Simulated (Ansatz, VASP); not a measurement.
# Two plane-wave programs on Ni

File INCAR:

```
ALGO = Normal ; EDIFF = 1E-6
ENCUT = 520 ; GGA = PS
ISIF = 2 ; ISMEAR = 0
ISPIN = 2 ; LASPH = T
LCHARG = F ; LMAXMIX = 4
LORBIT = 11 ; LREAL = F
LWAVE = F ; MAGMOM = 0.81
NBANDS = 15 ; NELM = 150
PREC = Accurate ; SIGMA = 0.15
```

The input KPOINTS:

```
k-points
0
Gamma
  22 22 22
```

The input POSCAR:

```
Ni
1.0
    0.0000000000      1.7016518750      1.7016518750
    1.7679500000     -0.0662981250      1.7679500000
    1.7679500000      1.7679500000     -0.0662981250
Ni
1
Direct
    0.0000000000      0.0000000000      0.0000000000
```

Input for Ansatz:

```yaml
crystal:
  lattice:
    - [0.0, 1.701651875, 1.701651875]
    - [1.76795, -0.066298125, 1.76795]
    - [1.76795, 1.76795, -0.066298125]
  atoms:
    - { symbol: Ni, position: [0.0, 0.0, 0.0], spin: 0.81 }
basis:
  ecutwfc: 420
kpoints:
  mp_grid: { grid: [22, 22, 22] }
hamiltonian:
  xc: pbesol
scf:
  occupations: { method: gaussian, width: 0.15 }
output:
  forces: true
  stress: true
  eigenvalues: true
  populations: true
magnetization:
  spin_polarized: true
```

Change from the starting cell: strain -0.0750 x Voigt [0, 0, 0, 1, 0, 0], atoms carried along.

Alike in both runs: task single point; functional PBEsol; k mesh 22 × 22 × 22; occupations gaussian, width 0.15 eV; collinear spin.

|  | VASP | Ansatz |
| --- | --- | --- |
| version | VASP 6.6.1 | Ansatz 0.2.0 |
| potentials or method | VASP PAW PBE potentials, release 64 (Ni), cutoff 520 eV | scalar-relativistic, plane waves, PAW |
| valence electrons in the cell | 10 | 18 |

Ansatz gave:

```
gap on the k mesh at the Fermi level (eV)                     : none
pressure (GPa)                                                : -11.1
traceless stress, the component that is largest in VASP (GPa) : 9.14
net moment per atom (μB)                                      : 0.64
size of the moment on the site where the two differ most (μB) : 0.68
```

**Question.** What did VASP give for the same quantities?

**Answer.** gap on the k mesh at the Fermi level (eV): none; pressure (GPa): -10.9; traceless stress, the component that is largest in VASP (GPa): 8.92; net moment per atom (μB): 0.63; size of the moment on the site where the two differ most (μB): 0.64.

VASP's potentials were made for PBE, not for PBEsol. Site moments also hang on the region over which each program counts them. A gap of «none» marks a metal or a gap that the smearing closes. With one functional, cell and mesh, what is left measures potentials, basis and numerics. VASP's potentials hold 10 valence electrons a cell and Ansatz's 18, so a difference there can come from the potentials and not from the codes.
